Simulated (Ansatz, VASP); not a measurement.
**One calculation of GaSb, two programs**

```
CELL_PARAMETERS angstrom
0.00000 3.04371 3.05900
3.05900 0.00000 3.05900
3.05900 3.04371 0.00000
ATOMIC_POSITIONS crystal
Ga 0.00000 0.00000 0.00000
Sb 0.75000 0.75000 0.75000
```

Change from the starting cell: strain -0.0050 x Voigt [0, 1, 0, 0, 0, 0], atoms carried along.

Alike in both runs: task single point; functional r2SCAN; k mesh 6 × 6 × 6; occupations gaussian, width 0.05 eV; no spin polarisation.

|  | VASP | Ansatz |
| --- | --- | --- |
| version | VASP 6.6.1 | Ansatz 0.2.0 |
| potentials or method | VASP PAW PBE potentials, release 64 (Ga_d, Sb), cutoff 520 eV | scalar-relativistic, plane waves, PAW |
| valence electrons in the cell | 18 | 28 |

Ansatz gave:

* gap on the k mesh at the Fermi level (eV): 0.48
* least direct gap on the mesh (eV): 0.48
* pressure (GPa): 0.6
* traceless stress, the component that is largest in VASP (GPa): 0.17

Task: Which values does VASP return?

Result: gap on the k mesh at the Fermi level (eV): 0.47; least direct gap on the mesh (eV): 0.47; pressure (GPa): 0.7; traceless stress, the component that is largest in VASP (GPa): 0.16.

VASP's potentials were made for PBE, not for r2SCAN. VASP's potentials hold 18 valence electrons a cell and Ansatz's 28, so a difference there can come from the potentials and not from the codes.

Spin-orbit coupling is off throughout.
